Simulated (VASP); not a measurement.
Runs of VASP 6.6.1 on W. The structure is that of space group Im-3m (No. 229), or close to it. The cells are those of the table. 

```csv
task,cell,k mesh,cutoff (eV),smearing,gap on the mesh (eV),pressure (GPa),relaxed volume (Å³/atom)
relaxation of cell and atoms,"relaxed from a = 2.731 Å, angles 109.5°, 1 atom",16 × 16 × 16,600,fermi-dirac 0.15 eV,none,0.0,15.72
single point,"a = 2.731 Å, angles 109.5°, 1 atom",16 × 16 × 16,520,gaussian 0.1 eV,none,0.6,-
relaxation of cell and atoms,"relaxed from a = 2.733 Å, angles 109.5°, 1 atom",16 × 16 × 16,600,gaussian 0.1 eV,none,0.0,-
relaxation of cell and atoms,"relaxed from a = 2.773 Å, angles 109.5°, 1 atom",8 × 8 × 8,600,gaussian 0.1 eV,none,-0.1,15.76
single point,"a = 2.773 Å, angles 109.5°, 1 atom",8 × 8 × 8,520,gaussian 0.1 eV,none,(a),-
single point,"a = 2.733 Å, angles 109.5°, 1 atom",8 × 8 × 8,520,gaussian 0.1 eV,none,0.7,-
single point,"a = 2.732 Å, angles 109.5°, 1 atom",16 × 16 × 16,520,fermi-dirac 0.15 eV,none,0.6,-
```

Alike in all rows: level PBEsol; potentials or basis VASP PAW PBE potentials, release 64 (W_sv); no spin polarisation.

**Question.** Estimate the missing entries.

**Answer.** (a) -12.4.

Caveats: the PAW data sets were made with another functional, which shifts forces and pressure a little; spin-orbit coupling is left out, which moves the levels of the heavy elements; the relaxation stopped at its first step, so nothing moved (some runs).

A k mesh can miss the band edges, and the runs leave out spin-orbit coupling on W.

A gap of «none» marks levels without a gap at the run's occupations.
